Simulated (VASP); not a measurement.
# Zr (Im-3m) in VASP: a series of runs, part 2 of 2

VASP 6.6.1. The steps go on from the part before.

### Step 3. Electric field gradients, PBEsol (volume scaled by 0.96)

The input, INCAR:

```
PREC = Accurate
ENCUT = 520
EDIFF = 1E-8
ISMEAR = -1
SIGMA = 0.08
LREAL = False
LASPH = True
NELM = 60
ALGO = Normal
ISIF = 2
LWAVE = False
LCHARG = False
GGA = PS
LEFG = True
NBANDS = 12
```

The input, KPOINTS:

```
regular mesh
0
Gamma
  14 14 14
```

The input, POSCAR:

```
Zr
1.0
   -1.7855375418      1.7855375418      1.7855375418
    1.7855375418     -1.7855375418      1.7855375418
    1.7855375418      1.7855375418     -1.7855375418
Zr
1
Direct
    0.0000000000      0.0000000000      0.0000000000
```

Potentials or basis: VASP PAW PBE potentials, release 64 (Zr_sv).

On the command line:

```
cat potpaw_PBE.64/Zr_sv/POTCAR > POTCAR
mpirun -np 1 vasp_std > vasp.out
```

OUTCAR:

```text
PREC = Accurate
   ENCUT = 520
   EDIFF = 1E-8
   ISMEAR = -1
   LREAL = False
   LASPH = True
   NELM = 60
   ISIF = 2
   GGA = PS

 ion  position               nearest neighbor table
   1  0.000  0.000  0.000-

  LATTYP: Found a body centered cubic cell.
 ALAT       =     3.5710750836

  Lattice vectors:

 A1 = (  -1.7855375418,   1.7855375418,   1.7855375418)
 A2 = (   1.7855375418,  -1.7855375418,   1.7855375418)
 A3 = (   1.7855375418,   1.7855375418,  -1.7855375418)

Analysis of symmetry for initial positions (statically):
=====================================================================
 Subroutine PRICEL returns:
 Original cell was already a primitive cell.

 Routine SETGRP: Setting up the symmetry group for a
 body centered cubic supercell.

 Subroutine GETGRP returns: Found 48 space group operations
 (whereof 48 operations were pure point group operations)
 out of a pool of 48 trial point group operations.

The static configuration has the point symmetry O_h .

Analysis of symmetry for dynamics (positions and initial velocities):
=====================================================================
 Subroutine PRICEL returns:
 Original cell was already a primitive cell.

 Routine SETGRP: Setting up the symmetry group for a
 body centered cubic supercell.

 Subroutine GETGRP returns: Found 48 space group operations
 (whereof 48 operations were pure point group operations)
 out of a pool of 48 trial point group operations.

The dynamic configuration has the point symmetry O_h .

 Subroutine INISYM returns: Found 48 space group operations
 (whereof 48 operations are pure point group operations),
 and found     1 'primitive' translations

----------------------------------------------------------------------------------------

                                     Primitive cell

  volume of cell :      22.7702

  direct lattice vectors                    reciprocal lattice vectors
    -1.785537542  1.785537542  1.785537542     0.000000000  0.280027716  0.280027716
     1.785537542 -1.785537542  1.785537542     0.280027716  0.000000000  0.280027716
     1.785537542  1.785537542 -1.785537542     0.280027716  0.280027716  0.000000000

  length of vectors
     3.092641741  3.092641741  3.092641741     0.396018994  0.396018994  0.396018994

  position of ions in fractional coordinates (direct lattice)
     0.000000000  0.000000000  0.000000000

  ion indices of the primitive-cell ions
   primitive index   ion index
                 1           1

----------------------------------------------------------------------------------------

 KPOINTS: regular mesh

Automatic generation of k-mesh.
 Grid dimensions read from file:
 generate k-points for:   14   14   14

 Generating k-lattice:

[... 69 lines left out ...]
   POTIM  = 0.5000    time-step for ionic-motion
   TEBEG  =    0.0;   TEEND  =   0.0 temperature during run
   PSTRESS=    0.0 pullay stress
   NELECT =      12.0000    total number of electrons
   NUPDOWN=      -1.0000    fix difference up-down
   EMIN   =  10.00;   EMAX   =-10.00  energy-range for DOS
   EFERMI =   0.00;   METHOD = LEGACY
   ISMEAR =    -1;   SIGMA  =   0.08  broadening in eV -4-tet -1-fermi 0-gaus
   EFERMI_NEDOS =   21; number of points for ismear=-14 and -15
   IALGO  =     38    algorithm
   IMIX   =      4    mixing-type and parameters
     AMIX     =   0.40;   BMIX     =  1.00
     AMIX_MAG =   1.60;   BMIX_MAG =  1.00
  volume/ion in A,a.u.               =      22.77       153.66
  Fermi-wavevector in a.u.,A,eV,Ry     =   1.322350  2.498878 23.791260  1.748608
  Thomas-Fermi vector in A             =   2.452037
   LORBIT       =      0    0 simple, 1 ext, 2 COOP (PROOUT), +10 PAW based schemes
   GGA     = PS    functional components
   LHFCALC =     F    Hartree Fock is set to
   AEXX    =    0.0000 exact exchange contribution
   IVDW    =     0    specifies the selected vdW correction
   LEPSILON=     F    determine dielectric tensor
   LRPA    =     F    only Hartree local field effects (RPA)
 non-spin polarized calculation
  energy-cutoff  :      520.00
  volume of cell :       22.77
 maximum number of plane-waves:       629
   NGX = 11   NGY = 11   NGZ = 11

 number of electron      12.0000000 magnetization

 Free energy of the ion-electron system (eV)
  ---------------------------------------------------
  ext. energy  EPLUGINS =         0.00000000
  ---------------------------------------------------
  free energy    TOTEN  =        -9.02338903 eV

  energy without entropy =       -8.98537392  energy(sigma->0) =       -9.00438147

 E-fermi :   8.8250     XC(G=0): -11.2990

 val. band max:        8.8235705622   @ k =   0.2857   0.2857   0.0000
 cond. band min:       8.8256734325   @ k =   0.5000   0.5000   0.1429
 fundamental gap:      0.0021028702
 Fermi energy:         8.8250457338

 k-point     1 :       0.0000    0.0000    0.0000
  band No.  band energies     occupation
      1     -39.5199      2.00000
      2     -17.0200      2.00000
      3     -17.0200      2.00000
      4     -17.0200      2.00000
      5       3.4065      2.00000
      6       9.9539      0.00000
      7       9.9539      0.00000
      8       9.9539      0.00000
      9      12.5011      0.00000
     10      12.5011      0.00000
     11      21.2912      0.00000
     12      21.2912      0.00000
[... 331 lines left out ...]
 k-point    24 :       0.3571    0.2857    0.0000
  band No.  band energies     occupation
      1     -39.3324      2.00000
      2     -17.8214      2.00000
      3     -17.6606      2.00000
      4     -17.1498      2.00000
      5       7.3963      2.00000
      6       8.2708      1.99804
      7       8.6926      1.67925
      8      12.6756      0.00000
      9      13.1037      0.00000
     10      17.4784      0.00000
     11      18.0183      0.00000
     12      19.4722      0.00000

 [... further k-points ...]

------------------------ aborting loop because EDIFF is reached ----------------------------------------

  FORCE on cell =-STRESS in cart. coord.  units (eV):
  Direction    XX          YY          ZZ          XY          YZ          ZX
  --------------------------------------------------------------------------------------
  -------------------------------------------------------------------------------------
  Total       -0.5035226     -0.5035226     -0.5035226     -0.0000000      0.0000000      0.0000000
  in kB      -35.4293042    -35.4293042    -35.4293042     -0.0000000      0.0000000      0.0000000
  external PRESSURE =     -35.4293042 kB  Pullay stress =       0.0000000 kB

 VOLUME and BASIS-vectors are now :
 -----------------------------------------------------------------------------
  energy-cutoff  :      520.00
  volume of cell :       22.77
      direct lattice vectors                 reciprocal lattice vectors
    -1.785537542  1.785537542  1.785537542     0.000000000  0.280027716  0.280027716
     1.785537542 -1.785537542  1.785537542     0.280027716  0.000000000  0.280027716
     1.785537542  1.785537542 -1.785537542     0.280027716  0.280027716  0.000000000

 POSITION                                       TOTAL-FORCE (eV/Angst)
 -----------------------------------------------------------------------------------
      0.00000      0.00000      0.00000         0.000000      0.000000      0.000000
 -----------------------------------------------------------------------------------
    total drift:                                0.000000      0.000000     -0.000000

  FREE ENERGIE OF THE ION-ELECTRON SYSTEM (eV)
  ---------------------------------------------------
  free  energy   TOTEN  =        -9.0233890276 eV

  energy  without entropy=       -8.9853739159  energy(sigma->0) =       -9.00438147

 Electric field gradients (V/A^2)
---------------------------------------------------------------------
 ion       V_xx      V_yy      V_zz      V_xy      V_xz      V_yz
---------------------------------------------------------------------
   1      -0.000    -0.000    -0.000    -0.000    -0.000    -0.000
---------------------------------------------------------------------

 Electric field gradients after diagonalization (V/A^2)
 (convention: |V_zz| > |V_xx| > |V_yy|)
----------------------------------------------------------------------
 ion       V_xx      V_yy      V_zz     asymmetry (V_yy - V_xx)/ V_zz
----------------------------------------------------------------------
   1       0.000     0.000    -0.000       0.000
----------------------------------------------------------------------

           NMR quadrupolar parameters

 Cq : quadrupolar parameter    Cq=e*Q*V_zz/h
 eta: asymmetry parameters     (V_yy - V_xx)/ V_zz
 Q  : nuclear electric quadrupole moment in mb (millibarn)
----------------------------------------------------------------------
 ion       Cq(MHz)       eta       Q (mb)
----------------------------------------------------------------------
   1      -0.000       0.000       1.000
----------------------------------------------------------------------
```

OSZICAR:

```text
N       E                     dE             d eps       ncg     rms          rms(c)
DAV:   1     0.858090719927E+02    0.85809E+02   -0.68306E+03  2512   0.998E+02
DAV:   2    -0.640659183332E+01   -0.92216E+02   -0.89614E+02  2848   0.269E+02
DAV:   3    -0.933889095695E+01   -0.29323E+01   -0.28924E+01  3744   0.412E+01
DAV:   4    -0.939433165409E+01   -0.55441E-01   -0.55406E-01  2892   0.545E+00
DAV:   5    -0.939560987242E+01   -0.12782E-02   -0.12782E-02  3524   0.582E-01    0.111E+01
DAV:   6    -0.908044712659E+01    0.31516E+00   -0.39926E-01  2732   0.573E+00    0.447E+00
DAV:   7    -0.902136341859E+01    0.59084E-01   -0.19625E-01  3068   0.381E+00    0.678E-01
DAV:   8    -0.902338547766E+01   -0.20221E-02   -0.11032E-02  2896   0.121E+00    0.980E-02
DAV:   9    -0.902339584246E+01   -0.10365E-04   -0.36323E-04  3256   0.170E-01    0.207E-02
DAV:  10    -0.902339093807E+01    0.49044E-05   -0.17429E-05  2912   0.441E-02    0.954E-03
DAV:  11    -0.902338907597E+01    0.18621E-05   -0.12113E-06  3100   0.118E-02    0.136E-03
DAV:  12    -0.902338901305E+01    0.62920E-07   -0.60587E-08  3308   0.185E-03    0.205E-04
DAV:  13    -0.902338903047E+01   -0.17424E-07   -0.32235E-09  1584   0.594E-04    0.340E-05
DAV:  14    -0.902338902761E+01    0.28654E-08   -0.40814E-10  1428   0.127E-04
   1 F= -.90233890E+01 E0= -.90043815E+01  d E =-.380151E-01
```

stdout:

```text
POSCAR found type information on POSCAR Zr
 POSCAR found :  1 types and       1 ions
 scaLAPACK will be used
 -----------------------------------------------------------------------------
|                                                                             |
|                                                                             |
|     You enforced a specific xc type in the INCAR file but a different       |
|     I HOPE YOU KNOW WHAT YOU ARE DOING!                                     |
|                                                                             |
 -----------------------------------------------------------------------------

 LDA part: xc-table for (Slater+PW92), standard interpolation
 POSCAR, INCAR and KPOINTS ok, starting setup
 FFT: planning ... GRIDC
 FFT: planning ... GRID_SOFT
 FFT: planning ... GRID
 WAVECAR not read
 entering main loop
ion   1
```

Run time: 13 s. Hardware: 1 thread of Intel Xeon Platinum 8488C (Sapphire Rapids), shared host; peak memory 0.15 GiB.

What came out:

* Free energy: -9.0234 eV
* Pressure: -3.5 GPa
* Band gap on the k mesh: zero (band 6 reaches 9.95 eV, above the bottom of band 7 at 8.18 eV)

Caveat: without QUAD_EFG the Cq values of the log hold for a quadrupole moment of 1 mb, not for the nuclei; the PAW data sets were made with another functional, which shifts forces and pressure a little.
